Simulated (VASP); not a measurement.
# Cd (Fm-3m) in VASP: a series of runs, part 2 of 2

VASP 6.6.1. The steps go on from the part before.

### 3 Single point, PBE

INCAR reads:

```
SYSTEM = Cd
  ALGO = Normal
  EDIFF = 1E-7
  ENCUT = 520
  GGA = PE
  ISIF = 2
  ISMEAR = -1
  LASPH = .True.
  LCHARG = .False.
  LREAL = .False.
  LWAVE = .False.
  NBANDS = 12
  NELM = 60
  PREC = Accurate
  SIGMA = 0.05
```

KPOINTS reads:

```
k-points
0
Gamma
  15 15 15
  0 0 0
```

POSCAR reads:

```
Cd
1.0
    0.0000000000      2.1731133212      2.1731133212
    2.1731133212      0.0000000000      2.1731133212
    2.1731133212      2.1731133212      0.0000000000
Cd
1
Direct
    0.0000000000      0.0000000000      0.0000000000
```

Potentials or basis: VASP PAW PBE potentials, release 64 (Cd).

Run with:

```sh
$ cat potpaw_PBE.64/Cd/POTCAR > POTCAR
$ mpirun -np 1 vasp_std > vasp.out
```

OUTCAR:

```text
SYSTEM = Cd
   EDIFF = 1E-7
   ENCUT = 520
   GGA = PE
   ISIF = 2
   ISMEAR = -1
   LASPH = .True.
   LREAL = .False.
   NELM = 60
   PREC = Accurate

 ion  position               nearest neighbor table
   1  0.000  0.000  0.000-

  LATTYP: Found a face centered cubic cell.
 ALAT       =     4.3462266424

  Lattice vectors:

 A1 = (   0.0000000000,   2.1731133212,   2.1731133212)
 A2 = (   2.1731133212,   0.0000000000,   2.1731133212)
 A3 = (   2.1731133212,   2.1731133212,   0.0000000000)

Analysis of symmetry for initial positions (statically):
=====================================================================
 Subroutine PRICEL returns:
 Original cell was already a primitive cell.

 Routine SETGRP: Setting up the symmetry group for a
 face centered cubic supercell.

 Subroutine GETGRP returns: Found 48 space group operations
 (whereof 48 operations were pure point group operations)
 out of a pool of 48 trial point group operations.

The static configuration has the point symmetry O_h .

Analysis of symmetry for dynamics (positions and initial velocities):
=====================================================================
 Subroutine PRICEL returns:
 Original cell was already a primitive cell.

 Routine SETGRP: Setting up the symmetry group for a
 face centered cubic supercell.

 Subroutine GETGRP returns: Found 48 space group operations
 (whereof 48 operations were pure point group operations)
 out of a pool of 48 trial point group operations.

The dynamic configuration has the point symmetry O_h .

 Subroutine INISYM returns: Found 48 space group operations
 (whereof 48 operations are pure point group operations),
 and found     1 'primitive' translations

----------------------------------------------------------------------------------------

                                     Primitive cell

  volume of cell :      20.5247

  direct lattice vectors                    reciprocal lattice vectors
     0.000000000  2.173113321  2.173113321    -0.230084642  0.230084642  0.230084642
     2.173113321  0.000000000  2.173113321     0.230084642 -0.230084642  0.230084642
     2.173113321  2.173113321  0.000000000     0.230084642  0.230084642 -0.230084642

  length of vectors
     3.073246331  3.073246331  3.073246331     0.398518290  0.398518290  0.398518290

  position of ions in fractional coordinates (direct lattice)
     0.000000000  0.000000000  0.000000000

  ion indices of the primitive-cell ions
   primitive index   ion index
                 1           1

----------------------------------------------------------------------------------------

 KPOINTS: k-points

Automatic generation of k-mesh.
 Grid dimensions read from file:
 generate k-points for:   15   15   15

 Generating k-lattice:

  Cartesian coordinates                     Fractional coordinates (reciprocal lattice)
    -0.015338976  0.015338976  0.015338976     0.066666667  0.000000000  0.000000000
     0.015338976 -0.015338976  0.015338976     0.000000000  0.066666667  0.000000000
     0.015338976  0.015338976 -0.015338976     0.000000000  0.000000000  0.066666667

  Length of vectors
     0.026567886  0.026567886  0.026567886

  Shift w.r.t. Gamma in fractional coordinates (k-lattice)
     0.000000000  0.000000000  0.000000000

 Subroutine IBZKPT returns following result:
 ===========================================

 Found    120 irreducible k-points:

 Following reciprocal coordinates:
            Coordinates               Weight
  0.000000  0.000000  0.000000      1.000000
  0.066667  0.000000  0.000000      8.000000
  0.133333  0.000000  0.000000      8.000000
  0.200000  0.000000  0.000000      8.000000
  0.266667  0.000000  0.000000      8.000000
  0.333333  0.000000  0.000000      8.000000
[... 16 lines left out ...]
  0.133333  0.133333  0.000000      6.000000
  0.200000  0.133333  0.000000     24.000000
 [... further k-points ...]
   k-points           NKPTS =    120   k-points in BZ     NKDIM =    120   number of bands    NBANDS=     12
   number of dos      NEDOS =    301   number of ions     NIONS =      1
   total plane-waves  NPLWV =  13824
   dimension x,y,z NGX =    24 NGY =   24 NGZ =   24
   dimension x,y,z NGXF=    48 NGYF=   48 NGZF=   48
   ions per type =               1
   NGX,Y,Z   is equivalent  to a cutoff of  12.98, 12.98, 12.98 a.u.
   NGXF,Y,Z  is equivalent  to a cutoff of  25.97, 25.97, 25.97 a.u.
 SYSTEM =  Cd
   PREC   = accura    normal or accurate (medium, high low for compatibility)
   ISTART =      0    job   : 0-new  1-cont  2-samecut
   ICHARG =      2    charge: 1-file 2-atom 10-const
   ISPIN  =      1    spin polarized calculation?
   LNONCOLLINEAR =      F non collinear calculations
   LSORBIT =      F    spin-orbit coupling
   LASPH  =      T    aspherical Exc in radial PAW
   ENCUT  =  520.0 eV  38.22 Ry    6.18 a.u.   5.71  5.71  5.71*2*pi/ulx,y,z
   NELM   =     60;   NELMIN=  2; NELMDL= -5     # of ELM steps
   EDIFF  = 0.1E-06   stopping-criterion for ELM
   LREAL  =      F    real-space projection
   EDIFFG = 0.1E-05   stopping-criterion for IOM
   NSW    =      0    number of steps for IOM
   IBRION =     -1    ionic relax: 0-MD 1-quasi-New 2-CG
   NFREE  =      0    steps in history (QN), initial steepest desc. (CG)
   ISIF   =      2    stress and relaxation
   ISYM   =      2    0-nonsym 1-usesym 2-fastsym
   POTIM  = 0.5000    time-step for ionic-motion
   TEBEG  =    0.0;   TEEND  =   0.0 temperature during run
   PSTRESS=    0.0 pullay stress
   NELECT =      12.0000    total number of electrons
   NUPDOWN=      -1.0000    fix difference up-down
   EMIN   =  10.00;   EMAX   =-10.00  energy-range for DOS
   EFERMI =   0.00;   METHOD = LEGACY
   ISMEAR =    -1;   SIGMA  =   0.05  broadening in eV -4-tet -1-fermi 0-gaus
   EFERMI_NEDOS =   21; number of points for ismear=-14 and -15
   IALGO  =     38    algorithm
   IMIX   =      4    mixing-type and parameters
     AMIX     =   0.40;   BMIX     =  1.00
     AMIX_MAG =   1.60;   BMIX_MAG =  1.00
  volume/ion in A,a.u.               =      20.52       138.51
  Fermi-wavevector in a.u.,A,eV,Ry     =   1.368914  2.586873 25.496310  1.873926
  Thomas-Fermi vector in A             =   2.494836
   LORBIT       =      0    0 simple, 1 ext, 2 COOP (PROOUT), +10 PAW based schemes
   GGA     = PE    functional components
   LHFCALC =     F    Hartree Fock is set to
   AEXX    =    0.0000 exact exchange contribution
   IVDW    =     0    specifies the selected vdW correction
   LEPSILON=     F    determine dielectric tensor
   LRPA    =     F    only Hartree local field effects (RPA)
 non-spin polarized calculation
  energy-cutoff  :      520.00
  volume of cell :       20.52
 maximum number of plane-waves:       564
   NGX = 11   NGY = 11   NGZ = 11

 number of electron      12.0000001 magnetization

 Free energy of the ion-electron system (eV)
  ---------------------------------------------------
  ext. energy  EPLUGINS =         0.00000000
  ---------------------------------------------------
  free energy    TOTEN  =        -0.69757531 eV

  energy without entropy =       -0.69501767  energy(sigma->0) =       -0.69629649

 E-fermi :   3.2908     XC(G=0): -11.3168

 val. band max:        3.2750041151   @ k =   0.4667   0.0667   0.0000
 cond. band min:       3.3588420517   @ k =  -0.4667   0.2000   0.0000
 fundamental gap:      0.0838379366
 Fermi energy:         3.2907511423

 k-point     1 :       0.0000    0.0000    0.0000
  band No.  band energies     occupation
      1      -6.0165      2.00000
      2      -6.0165      2.00000
      3      -6.0165      2.00000
      4      -5.9593      2.00000
      5      -5.4986      2.00000
      6      -5.4986      2.00000
      7      17.4135      0.00000
      8      18.8699      0.00000
      9      18.8699      0.00000
     10      18.8699      0.00000
     11      22.3546      0.00000
     12      22.3546      0.00000
[... 331 lines left out ...]
 k-point    24 :       0.2000    0.1333    0.0000
  band No.  band energies     occupation
      1      -6.1992      2.00000
      2      -5.8260      2.00000
      3      -5.8007      2.00000
      4      -5.7975      2.00000
      5      -5.3952      2.00000
      6      -4.7291      2.00000
      7      13.8437      0.00000
      8      15.3989      0.00000
      9      16.4985      0.00000
     10      18.0189      0.00000
     11      18.8509      0.00000
     12      24.3416      0.00000

 [... further k-points ...]

------------------------ aborting loop because EDIFF is reached ----------------------------------------

  FORCE on cell =-STRESS in cart. coord.  units (eV):
  Direction    XX          YY          ZZ          XY          YZ          ZX
  --------------------------------------------------------------------------------------
  -------------------------------------------------------------------------------------
  Total        0.8286133      0.8286133      0.8286133     -0.0000000     -0.0000000     -0.0000000
  in kB       64.6822857     64.6822857     64.6822857     -0.0000000     -0.0000000     -0.0000000
  external PRESSURE =      64.6822857 kB  Pullay stress =       0.0000000 kB

 VOLUME and BASIS-vectors are now :
 -----------------------------------------------------------------------------
  energy-cutoff  :      520.00
  volume of cell :       20.52
      direct lattice vectors                 reciprocal lattice vectors
     0.000000000  2.173113321  2.173113321    -0.230084642  0.230084642  0.230084642
     2.173113321  0.000000000  2.173113321     0.230084642 -0.230084642  0.230084642
     2.173113321  2.173113321  0.000000000     0.230084642  0.230084642 -0.230084642

 POSITION                                       TOTAL-FORCE (eV/Angst)
 -----------------------------------------------------------------------------------
      0.00000      0.00000      0.00000         0.000000      0.000000      0.000000
 -----------------------------------------------------------------------------------
    total drift:                               -0.000000      0.000000      0.000000

  FREE ENERGIE OF THE ION-ELECTRON SYSTEM (eV)
  ---------------------------------------------------
  free  energy   TOTEN  =        -0.6975753086 eV

  energy  without entropy=       -0.6950176707  energy(sigma->0) =       -0.69629649
```

OSZICAR:

```text
N       E                     dE             d eps       ncg     rms          rms(c)
DAV:   1     0.696721700653E+02    0.69672E+02   -0.70828E+03  3104   0.101E+03
DAV:   2     0.517361024347E+00   -0.69155E+02   -0.66268E+02  3136   0.238E+02
DAV:   3    -0.750450503203E+00   -0.12678E+01   -0.12672E+01  3364   0.362E+01
DAV:   4    -0.751995813026E+00   -0.15453E-02   -0.15453E-02  3276   0.124E+00
DAV:   5    -0.751999293259E+00   -0.34802E-05   -0.34804E-05  3412   0.594E-02    0.365E+00
DAV:   6    -0.700577913513E+00    0.51421E-01   -0.13659E-01  3424   0.481E+00    0.283E+00
DAV:   7    -0.697563921228E+00    0.30140E-02   -0.12977E-02  3392   0.124E+00    0.135E+00
DAV:   8    -0.697544267931E+00    0.19653E-04   -0.14880E-03  3068   0.534E-01    0.616E-02
DAV:   9    -0.697568798253E+00   -0.24530E-04   -0.81946E-06  3424   0.272E-02    0.161E-02
DAV:  10    -0.697575363239E+00   -0.65650E-05   -0.48480E-06  3092   0.247E-02    0.157E-03
DAV:  11    -0.697575308598E+00    0.54641E-07   -0.14821E-08  2240   0.143E-03
   1 F= -.69757531E+00 E0= -.69629649E+00  d E =-.255764E-02
```

It took 7 s on 1 thread of Intel Xeon 6975P-C (Granite Rapids), shared host; peak memory 0.15 GiB.

What came out:

- Free energy: -0.6976 eV
- Pressure: 6.5 GPa
- Band gap on the k mesh: zero (bands 6 and 7 overlap by 2.65 eV)

Caveat: the cell stands under pressure.

### 4 Relaxation of cell and atoms, PBE, target pressure 6.1 GPa, at which the enthalpy is minimised

INCAR reads:

```
SYSTEM = Cd
PREC = Accurate
ENCUT = 600
EDIFF = 1E-6
ISMEAR = -1
SIGMA = 0.05
LREAL = .FALSE.
LASPH = .TRUE.
NELM = 80
ALGO = Normal
ISIF = 3
LWAVE = .FALSE.
LCHARG = .FALSE.
GGA = PE
IBRION = 2
NSW = 60
EDIFFG = -0.005
PSTRESS = 61.0
```

KPOINTS reads:

```
regular mesh
0
G
  15 15 15
  0 0 0
```

POSCAR reads:

```
Cd
1.0
    0.0000000000      2.1724017674      2.1724017674
    2.1724017674      0.0000000000      2.1724017674
    2.1724017674      2.1724017674      0.0000000000
Cd
1
Direct
    0.0000000000      0.0000000000      0.0000000000
```

Run with:

```sh
$ cat potpaw_PBE.64/Cd/POTCAR > POTCAR
$ mpirun -np 1 vasp_std > vasp.out
```

It took 25 s on 1 thread of Intel Xeon 6975P-C (Granite Rapids), shared host; peak memory 0.17 GiB.

The run converged. Its results:

| Property | Result |
| --- | --- |
| Free energy | -0.6998 eV |
| Relaxed volume | 20.59 Å³/atom |
| Relaxed cell | a = 3.077 Å, b = 3.077 Å, c = 3.077 Å, α = 60.00°, β = 60.00°, γ = 60.00° |
| Space group after relaxing (to 0.1 Å) | Fm-3m (No. 225) |
| Energy change on relaxing (the run minimises the enthalpy) | -3.4 meV/atom |
| Ionic steps | 3 |
| Pressure after relaxing | 6.1 GPa |
| Band gap on the k mesh | zero (bands 6 and 7 overlap by 2.65 eV) |

The path:
| step | energy change (eV) | largest force (eV/Å) | pressure (GPa) | volume (Å³) |
| --- | --- | --- | --- | --- |
| 1 | 0.0000 | 0.0000 | 6.42 | 20.50 |
| 2 | -0.0048 | 0.0000 | 5.97 | 20.63 |
| 3 | -0.0034 | 0.0000 | 6.11 | 20.59 |

Final structure:
```xyz
1
Lattice="0.0000 2.1755 2.1755 2.1755 0.0000 2.1755 2.1755 2.1755 0.0000" Properties=species:S:1:pos:R:3 pbc="T T T"
Cd    0.0000    0.0000    0.0000
```

Levels at points of the mesh, in eV from the Fermi level:
| k point | band 2 | band 3 | band 4 | band 5 | band 6 | band 7 | band 8 | band 9 | band 10 |
| --- | --- | --- | --- | --- | --- | --- | --- | --- | --- |
| (0.00, 0.00, 0.00) | -9.30 | -9.30 | -9.22 | -8.78 | -8.78 | 14.11 | 15.55 | 15.55 | 15.55 |

Caveat: the cell is relaxed towards a set pressure, so the run minimises the enthalpy, not the energy.

### 5 Relaxation of cell and atoms, PBE, target pressure 6.1 GPa, at which the enthalpy is minimised

INCAR reads:

```
SYSTEM = Cd
ALGO     = Normal         ! electronic algorithm
EDIFF    = 1E-7           ! SCF threshold, eV
EDIFFG   = -0.005         ! ionic threshold
ENCUT    = 600            ! plane-wave cutoff, eV
GGA      = PE             ! functional
IBRION   = 2              ! ionic algorithm
ISIF     = 3              ! what is computed and relaxed
ISMEAR   = -1             ! smearing method
LASPH    = .TRUE.         ! aspherical terms in the spheres
LCHARG   = .FALSE.        ! write CHGCAR
LREAL    = .FALSE.        ! projectors in reciprocal space
LWAVE    = .FALSE.        ! write WAVECAR
NELM     = 60             ! most SCF steps
NSW      = 32             ! ionic steps
PREC     = Accurate       ! precision mode
PSTRESS  = 61.0         
SIGMA    = 0.05           ! smearing width, eV
```

KPOINTS reads:

```
k-points
0
G
  15 15 15
  0 0 0
```

POSCAR reads:

```
Cd
1.0
    0.0000000000      2.1731133212      2.1731133212
    2.1731133212      0.0000000000      2.1731133212
    2.1731133212      2.1731133212      0.0000000000
Cd
1
Direct
    0.0000000000      0.0000000000      0.0000000000
```

Run with:

```sh
$ cat potpaw_PBE.64/Cd/POTCAR > POTCAR
$ mpirun -np 1 vasp_std > vasp.out
```

It took 23 s on 1 thread of Intel Xeon 6975P-C (Granite Rapids), shared host; peak memory 0.18 GiB.

The run converged. Its results:

```
Free energy                                                : -0.6999 eV
Relaxed volume                                             : 20.59 Å³/atom
Relaxed cell                                               : a = 3.077 Å, b = 3.077 Å, c = 3.077 Å, α = 60.00°, β = 60.00°, γ = 60.00°
Space group after relaxing (to 0.1 Å)                      : Fm-3m (No. 225)
Energy change on relaxing (the run minimises the enthalpy) : -2.6 meV/atom
Ionic steps                                                : 3
Pressure after relaxing                                    : 6.1 GPa
Band gap on the k mesh                                     : zero (bands 6 and 7 overlap by 2.65 eV)
```

The path:
```tsv
step	energy change (eV)	largest force (eV/Å)	pressure (GPa)	volume (Å³)
1	0.0000	0.0000	6.35	20.52
2	-0.0037	0.0000	6.00	20.62
3	-0.0026	0.0000	6.11	20.59
```

Final structure:
```yaml
crystal:
  lattice:
    - [0.00000, 2.17550, 2.17550]
    - [2.17550, 0.00000, 2.17550]
    - [2.17550, 2.17550, 0.00000]
  atoms:
    - { symbol: Cd, position: [0.00000, 0.00000, 0.00000] }
```

Levels at points of the mesh, in eV from the Fermi level:
```csv
k point,band 2,band 3,band 4,band 5,band 6,band 7,band 8,band 9,band 10
"(0.00, 0.00, 0.00)",-9.30,-9.30,-9.22,-8.78,-8.78,14.11,15.55,15.55,15.55
```

Caveat: the cell is relaxed towards a set pressure, so the run minimises the enthalpy, not the energy.

### 6 The runs side by side

```csv
task,cell,cutoff (eV),gap on the mesh (eV),pressure (GPa)
single point,"a = 3.073 Å, angles 60.0°, 1 atom",520,none,6.5
relaxation of cell and atoms,"relaxed to 6.1 GPa from a = 3.072 Å, angles 60.0°, 1 atom",600,none,6.1
relaxation of cell and atoms,"relaxed to 6.1 GPa from a = 3.073 Å, angles 60.0°, 1 atom",600,none,6.1
```

Alike in all rows: level PBE; potentials or basis VASP PAW PBE potentials, release 64 (Cd); no spin polarisation; k mesh 15 × 15 × 15; smearing fermi-dirac 0.05 eV.

Caveats: the cell is relaxed towards a set pressure, so the run minimises the enthalpy, not the energy (at least some runs); the cell stands under pressure (at least some runs).

Total energies depend on the potentials used, so only differences within one code and one set of settings carry meaning.
